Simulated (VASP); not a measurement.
Write the native input for VASP 6.6.1 that does the following.

| Item | Value |
| --- | --- |
| Task | electric field gradients |
| Functional | LDA |
| Potentials or basis | VASP PAW LDA potentials, release 64 (Ti_sv, Si) |
| Cutoff | 520 eV |
| k mesh | 13 × 13 × 13 |
| Occupations | fermi-dirac, width 0.05 eV |
| Spin | no spin polarisation |
| Dipole correction | no |
| Further INCAR settings | ALGO = Normal; EDIFF = 1e-08; NBANDS = 29 |

The structure of TiSi2 lies in POSCAR:

```
TiSi2
1.0
    0.0000000000      4.1180000000      4.2615000000
    2.3865000000      0.0000000000      4.2615000000
    2.3865000000      4.1180000000      0.0000000000
Ti Si
2 4
Direct
    0.7500000000      0.7500000000      0.7500000000
    0.5000000000      0.5000000000      0.5000000000
    0.0868558212      0.4131441788      0.0868558212
    0.4131441788      0.0868558212      0.4131441788
    0.1631441788      0.8368558212      0.1631441788
    0.8368558212      0.1631441788      0.8368558212
```

One way to write it, as run:

INCAR

```
SYSTEM = TiSi2
ALGO = Normal
EDIFF = 1E-8
ENCUT = 520
GGA = CA
ISIF = 2
ISMEAR = -1
LASPH = .TRUE.
LCHARG = .FALSE.
LEFG = .TRUE.
LREAL = .FALSE.
LWAVE = .FALSE.
NBANDS = 29
NELM = 80
PREC = Accurate
SIGMA = 0.05
```

KPOINTS

```
k-points
0
G
  13 13 13
  0 0 0
```

Potentials or basis: VASP PAW LDA potentials, release 64 (Ti_sv, Si).

Command:

```bash
$ cat potpaw_LDA.64/Ti_sv/POTCAR potpaw_LDA.64/Si/POTCAR > POTCAR
$ mpirun -np 1 vasp_std > vasp.out
```

Results of the run:

The pressure is -4.7 GPa and the largest force is 0.045 eV/Å. The band gap on the k mesh is zero (bands 20 and 21 overlap by 1.85 eV) and the largest electric field gradient by atom is Ti +13.4; Si -34.8 V/Å².

Caveat: the cell stands under tension; without QUAD_EFG the Cq values of the log hold for a quadrupole moment of 1 mb, not for the nuclei.

It took 7.2 min on 1 thread of Intel(R) Xeon(R) 6975P-C (Granite Rapids) (shared host), peak memory 0.71 GiB.
